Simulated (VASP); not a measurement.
Here is a VASP 6.6.1 calculation.

INCAR

```
SYSTEM = As
ALGO = Normal
EDIFF = 1E-7
EDIFFG = -0.01
ENCUT = 600
GGA = PS
IBRION = 2
ISIF = 3
ISMEAR = -1
LASPH = .TRUE.
LCHARG = .FALSE.
LREAL = .FALSE.
LWAVE = .FALSE.
NELM = 100
NSW = 80
PREC = Accurate
SIGMA = 0.1
```

KPOINTS

```
k-points
0
G
  9 9 7
  0 0 0
```

The input POSCAR:

```
As
1.0
    1.8150000000     -5.4800000000      0.0000000000
    1.8150000000      5.4800000000      0.0000000000
    0.0000000000      0.0000000000      4.4500000000
As
4
Direct
    0.0980000000      0.9020000000      0.9100000000
    0.5980000000      0.4020000000      0.5900000000
    0.9020000000      0.0980000000      0.0900000000
    0.4020000000      0.5980000000      0.4100000000
```

Potentials or basis: VASP PAW PBE potentials, release 64 (As).

Command:

```sh
$ cat potpaw_PBE.64/As/POTCAR > POTCAR
$ mpirun -np 1 vasp_std > vasp.out
```

(1) Predict the band gap on the k mesh.

(2) Estimate the space group after relaxing (to 0.1 Å).

(3) What does it give for the relaxed volume?

## Answers

(1) zero (bands 10 and 11 overlap by 0.20 eV).

(2) Cmce (No. 64).

(3) 21.76 Å³/atom.

Caveat: the PAW data sets were made with another functional, which shifts forces and pressure a little.
